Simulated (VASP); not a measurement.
# ZnBi3 (I4/mmm) in VASP: single point with PBE

Aim: the single point of ZnBi3 with PBE.

All numbers are computed with VASP 6.6.1; they aren't measurements. Logs are shortened: lines on timing, memory, paths and dates and some standing lists are left out, and cuts for length are marked.

**1. The cell of the first run**

Symmetry: I4/mmm, No. 139, tetragonal system. The conventional cell has a = 5.250 Å, b = 5.250 Å, c = 9.223 Å, α = 90.00°, β = 90.00°, γ = 90.00°. Within 4.6 Å of Zn (site symmetry 4/mmm) lie 12 Bi at 3.49 to 3.71 Å. Bi (site symmetry -4m2) has 4 Zn at 3.49 Å and 8 Bi at 3.49 to 3.71 Å within 4.6 Å. Within 4.6 Å of Bi (site symmetry 4/mmm) lie 8 Bi at 3.49 Å and 4 Zn at 3.71 Å.

**2. Single point, PBE (strained)**

Contents of INCAR:

```
  PREC = Accurate
  ENCUT = 520
  EDIFF = 1E-6
  ISMEAR = 0
  SIGMA = 0.1
  LREAL = False
  LASPH = True
  NELM = 80
  ALGO = Fast
  ISIF = 2
  LWAVE = False
  LCHARG = False
  GGA = PE
  NBANDS = 36
```

Contents of KPOINTS:

```
Automatic mesh
0
Gamma
  12 12 12
```

Contents of POSCAR:

```
ZnBi3
1.0
   -2.6251892275      2.6251892275      4.6114583518
    2.6251892275     -2.6251892275      4.6114583518
    2.6251892275      2.6251892275     -4.6114583518
Zn Bi
1 3
Direct
    0.0000000000      0.0000000000      0.0000000000
    0.7500000000      0.2500000000      0.5000000000
    0.2500000000      0.7500000000      0.5000000000
    0.5000000000      0.5000000000      0.0000000000
```

Potentials or basis: VASP PAW PBE potentials, release 64 (Zn, Bi_d).

The run is started by

```console
$ cat potpaw_PBE.64/Zn/POTCAR potpaw_PBE.64/Bi_d/POTCAR > POTCAR
$ mpirun -np 1 vasp_std > vasp.out
```

OUTCAR:

```text
PREC = Accurate
   ENCUT = 520
   EDIFF = 1E-6
   ISMEAR = 0
   LREAL = False
   LASPH = True
   NELM = 80
   ISIF = 2
   GGA = PE

 ion  position               nearest neighbor table
   1  0.000  0.000  0.000-
   2  0.750  0.250  0.500-   4 3.49   4 3.49   4 3.49   4 3.49   3 3.71   3 3.71   3 3.71   3 3.71

   3  0.250  0.750  0.500-   4 3.49   4 3.49   4 3.49   4 3.49   2 3.71   2 3.71   2 3.71   2 3.71

   4  0.500  0.500  0.000-   3 3.49   2 3.49   2 3.49   3 3.49   2 3.49   3 3.49   3 3.49   2 3.49

  LATTYP: Found a body centered tetragonal cell.
 ALAT       =     5.2503784550
 C/A-ratio  =     1.7566194099

  Lattice vectors:

 A1 = (  -2.6251892275,   2.6251892275,   4.6114583518)
 A2 = (   2.6251892275,  -2.6251892275,   4.6114583518)
 A3 = (   2.6251892275,   2.6251892275,  -4.6114583518)

Analysis of symmetry for initial positions (statically):
=====================================================================
 Subroutine PRICEL returns:
 Original cell was already a primitive cell.

 Routine SETGRP: Setting up the symmetry group for a
 body centered tetragonal supercell.

 Subroutine GETGRP returns: Found 16 space group operations
 (whereof 16 operations were pure point group operations)
 out of a pool of 16 trial point group operations.

The static configuration has the point symmetry D_4h.

Analysis of symmetry for dynamics (positions and initial velocities):
=====================================================================
 Subroutine PRICEL returns:
 Original cell was already a primitive cell.

 Routine SETGRP: Setting up the symmetry group for a
 body centered tetragonal supercell.

 Subroutine GETGRP returns: Found 16 space group operations
 (whereof 16 operations were pure point group operations)
 out of a pool of 16 trial point group operations.

The dynamic configuration has the point symmetry D_4h.

 Subroutine INISYM returns: Found 16 space group operations
 (whereof 16 operations are pure point group operations),
 and found     1 'primitive' translations

----------------------------------------------------------------------------------------

                                     Primitive cell

  volume of cell :     127.1216

  direct lattice vectors                    reciprocal lattice vectors
    -2.625189227  2.625189227  4.611458352     0.000000000  0.190462461  0.108425570
     2.625189227 -2.625189227  4.611458352     0.190462461  0.000000000  0.108425570
     2.625189227  2.625189227 -4.611458352     0.190462461  0.190462461  0.000000000

  length of vectors
     5.920201440  5.920201440  5.920201440     0.219162162  0.219162162  0.269354595

  position of ions in fractional coordinates (direct lattice)
     0.000000000  0.000000000  0.000000000
     0.750000000  0.250000000  0.500000000
     0.250000000  0.750000000  0.500000000
     0.500000000  0.500000000  0.000000000

  ion indices of the primitive-cell ions
   primitive index   ion index
                 1           1
                 2           2
                 3           3
                 4           4

----------------------------------------------------------------------------------------

 KPOINTS: Automatic mesh

Automatic generation of k-mesh.
 Grid dimensions read from file:
 generate k-points for:   12   12   12

 Generating k-lattice:

  Cartesian coordinates                     Fractional coordinates (reciprocal lattice)
     0.000000000  0.015871872  0.009035464     0.083333333 -0.000000000  0.000000000
     0.015871872  0.000000000  0.009035464    -0.000000000  0.083333333  0.000000000
     0.015871872  0.015871872  0.000000000     0.000000000  0.000000000  0.083333333

  Length of vectors
     0.018263513  0.018263513  0.022446216

  Shift w.r.t. Gamma in fractional coordinates (k-lattice)
     0.000000000  0.000000000  0.000000000

 Subroutine IBZKPT returns following result:
 ===========================================

 Found    163 irreducible k-points:

 Following reciprocal coordinates:
            Coordinates               Weight
  0.000000  0.000000  0.000000      1.000000
  0.083333  0.000000 -0.000000      8.000000
  0.166667  0.000000 -0.000000      8.000000
  0.250000  0.000000  0.000000      8.000000
  0.333333 -0.000000  0.000000      8.000000
  0.416667  0.000000 -0.000000      8.000000
[... 16 lines left out ...]
  0.500000  0.166667  0.000000     16.000000
 -0.416667  0.166667  0.000000     16.000000
 [... further k-points ...]
   k-points           NKPTS =    163   k-points in BZ     NKDIM =    163   number of bands    NBANDS=     36
   number of dos      NEDOS =    301   number of ions     NIONS =      4
   total plane-waves  NPLWV = 110592
   dimension x,y,z NGX =    48 NGY =   48 NGZ =   48
   dimension x,y,z NGXF=    96 NGYF=   96 NGZF=   96
   ions per type =               1   3
   NGX,Y,Z   is equivalent  to a cutoff of  13.48, 13.48, 13.48 a.u.
   NGXF,Y,Z  is equivalent  to a cutoff of  26.96, 26.96, 26.96 a.u.
 SYSTEM =  unknown system
   PREC   = accura    normal or accurate (medium, high low for compatibility)
   ISTART =      0    job   : 0-new  1-cont  2-samecut
   ICHARG =      2    charge: 1-file 2-atom 10-const
   ISPIN  =      1    spin polarized calculation?
   LNONCOLLINEAR =      F non collinear calculations
   LSORBIT =      F    spin-orbit coupling
   LASPH  =      T    aspherical Exc in radial PAW
   ENCUT  =  520.0 eV  38.22 Ry    6.18 a.u.  11.01 11.01 11.01*2*pi/ulx,y,z
   NELM   =     80;   NELMIN=  2; NELMDL= -5     # of ELM steps
   EDIFF  = 0.1E-05   stopping-criterion for ELM
   LREAL  =      F    real-space projection
   EDIFFG = 0.1E-04   stopping-criterion for IOM
   NSW    =      0    number of steps for IOM
   IBRION =     -1    ionic relax: 0-MD 1-quasi-New 2-CG
   NFREE  =      0    steps in history (QN), initial steepest desc. (CG)
   ISIF   =      2    stress and relaxation
   ISYM   =      2    0-nonsym 1-usesym 2-fastsym
   POTIM  = 0.5000    time-step for ionic-motion
   TEBEG  =    0.0;   TEEND  =   0.0 temperature during run
   PSTRESS=    0.0 pullay stress
   NELECT =      57.0000    total number of electrons
   NUPDOWN=      -1.0000    fix difference up-down
   EMIN   =  10.00;   EMAX   =-10.00  energy-range for DOS
   EFERMI =   0.00;   METHOD = LEGACY
   ISMEAR =     0;   SIGMA  =   0.10  broadening in eV -4-tet -1-fermi 0-gaus
   EFERMI_NEDOS =   21; number of points for ismear=-14 and -15
   IALGO  =     68    algorithm
   IMIX   =      4    mixing-type and parameters
     AMIX     =   0.40;   BMIX     =  1.00
     AMIX_MAG =   1.60;   BMIX_MAG =  1.00
  volume/ion in A,a.u.               =      31.78       214.46
  Fermi-wavevector in a.u.,A,eV,Ry     =   1.253026  2.367875 21.362142  1.570073
  Thomas-Fermi vector in A             =   2.386898
   LORBIT       =      0    0 simple, 1 ext, 2 COOP (PROOUT), +10 PAW based schemes
   GGA     = PE    functional components
   LHFCALC =     F    Hartree Fock is set to
   AEXX    =    0.0000 exact exchange contribution
   IVDW    =     0    specifies the selected vdW correction
   LEPSILON=     F    determine dielectric tensor
   LRPA    =     F    only Hartree local field effects (RPA)
 non-spin polarized calculation
 RMM-DIIS sequential band-by-band and
 Gauss-broadening in eV      SIGMA  =   0.10
  energy-cutoff  :      520.00
  volume of cell :      127.12
 maximum number of plane-waves:      3442
 NGX is ok and might be reduce to    48
   NGX = 21   NGY = 21   NGZ = 21

 number of electron      56.9999991 magnetization

 Free energy of the ion-electron system (eV)
  ---------------------------------------------------
  ext. energy  EPLUGINS =         0.00000000
  ---------------------------------------------------
  free energy    TOTEN  =       -11.90228198 eV

  energy without entropy =      -11.88992270  energy(sigma->0) =      -11.89610234

 E-fermi :   5.6178     XC(G=0):  -9.7256

 val. band max:        5.6018871692   @ k =   0.5000   0.4167   0.0000
 cond. band min:       5.6188213987   @ k =  -0.3333  -0.4167   0.2500
 fundamental gap:      0.0169342295
 Fermi energy:         5.6177846732

 k-point     1 :       0.0000    0.0000    0.0000
  band No.  band energies     occupation
      1     -17.4319      2.00000
      2     -17.4319      2.00000
      3     -17.4256      2.00000
      4     -17.4177      2.00000
      5     -17.4155      2.00000
      6     -17.3566      2.00000
[... 28 lines left out ...]
     35      10.8488      0.00000
     36      11.8570      0.00000

 k-point     2 :       0.0833    0.0000   -0.0000
  band No.  band energies     occupation
      1     -17.4329      2.00000
      2     -17.4319      2.00000
      3     -17.4242      2.00000
      4     -17.4186      2.00000
      5     -17.4150      2.00000
      6     -17.3563      2.00000
[... 28 lines left out ...]
     35      11.0676      0.00000
     36      11.4800      0.00000

 k-point     3 :       0.1667    0.0000   -0.0000
  band No.  band energies     occupation
      1     -17.4356      2.00000
      2     -17.4320      2.00000
      3     -17.4207      2.00000
      4     -17.4205      2.00000
      5     -17.4131      2.00000
      6     -17.3547      2.00000
[... 28 lines left out ...]
     35      10.7037      0.00000
     36      11.3601      0.00000

 k-point     4 :       0.2500    0.0000    0.0000
  band No.  band energies     occupation
      1     -17.4392      2.00000
      2     -17.4318      2.00000
      3     -17.4233      2.00000
      4     -17.4155      2.00000
      5     -17.4097      2.00000
      6     -17.3508      2.00000
[... 28 lines left out ...]
     35      10.7103      0.00000
     36      11.3524      0.00000

 k-point     5 :       0.3333   -0.0000    0.0000
  band No.  band energies     occupation
      1     -17.4428      2.00000
      2     -17.4310      2.00000
      3     -17.4256      2.00000
      4     -17.4106      2.00000
      5     -17.4056      2.00000
      6     -17.3436      2.00000
[... 655 lines left out ...]
 k-point    22 :       0.4167    0.1667    0.0000
  band No.  band energies     occupation
      1     -17.4426      2.00000
      2     -17.4301      2.00000
      3     -17.4281      2.00000
      4     -17.4065      2.00000
      5     -17.4027      2.00000
      6     -17.3386      2.00000
[... 28 lines left out ...]
     35      10.1137      0.00000
     36      10.8947      0.00000

 k-point    23 :       0.5000    0.1667    0.0000
  band No.  band energies     occupation
      1     -17.4421      2.00000
      2     -17.4287      2.00000
      3     -17.4272      2.00000
      4     -17.4069      2.00000
      5     -17.4018      2.00000
      6     -17.3297      2.00000
[... 28 lines left out ...]
     35      10.2582      0.00000
     36      10.6115      0.00000

 k-point    24 :      -0.4167    0.1667    0.0000
  band No.  band energies     occupation
      1     -17.4407      2.00000
      2     -17.4282      2.00000
      3     -17.4253      2.00000
      4     -17.4090      2.00000
      5     -17.4031      2.00000
      6     -17.3382      2.00000
[... 28 lines left out ...]
     35      10.2218      0.00000
     36      10.7234      0.00000

 [... further k-points ...]
[... 5 lines left out ...]
  --------------------------------------------------------------------------------------
  -------------------------------------------------------------------------------------
  Total       -2.9829507     -2.9829507     -2.5474405      0.0000000      0.0000000      0.0000000
  in kB      -37.5956109    -37.5956109    -32.1066590      0.0000000      0.0000000      0.0000000
  external PRESSURE =     -35.7659603 kB  Pullay stress =       0.0000000 kB

 VOLUME and BASIS-vectors are now :
 -----------------------------------------------------------------------------
  energy-cutoff  :      520.00
  volume of cell :      127.12
      direct lattice vectors                 reciprocal lattice vectors
    -2.625189227  2.625189227  4.611458352     0.000000000  0.190462461  0.108425570
     2.625189227 -2.625189227  4.611458352     0.190462461  0.000000000  0.108425570
     2.625189227  2.625189227 -4.611458352     0.190462461  0.190462461  0.000000000

 POSITION                                       TOTAL-FORCE (eV/Angst)
 -----------------------------------------------------------------------------------
      0.00000      0.00000      0.00000        -0.000000     -0.000000     -0.000000
      0.00000      2.62519      2.30573         0.000000     -0.000000      0.000000
      2.62519      0.00000      2.30573        -0.000000      0.000000     -0.000000
      0.00000      0.00000      4.61146        -0.000000     -0.000000     -0.000000
 -----------------------------------------------------------------------------------
    total drift:                                0.000000     -0.000000      0.000000

  FREE ENERGIE OF THE ION-ELECTRON SYSTEM (eV)
  ---------------------------------------------------
  free  energy   TOTEN  =       -11.9022819836 eV

  energy  without entropy=      -11.8899227040  energy(sigma->0) =      -11.89610234
```

Run time: 24 min. Hardware: 1 thread of Oxide Virtual Turin-like, shared host; peak memory 0.73 GiB.

Results:

```
Free energy : -11.9023 eV
Pressure    : -3.6 GPa
```

Levels at points of the mesh, in eV from the Fermi level:
```csv
k point,band 27,band 28,band 29,band 30,band 31,band 32
"(0.00, 0.00, 0.00)",-1.96,-1.51,-1.51,-1.00,0.16,1.00
"(0.50, 0.00, 0.00)",-1.80,-1.34,-0.35,0.34,1.44,2.32
"(0.50, 0.50, 0.00)",-0.79,-0.14,-0.05,0.92,2.49,2.75
"(0.50, 0.50, 0.50)",0.26,0.93,1.71,1.71,1.74,1.74
```

Caveat: the cell differs from its parent crystal (strained); spin-orbit coupling is left out, which moves the levels of the heavy elements.
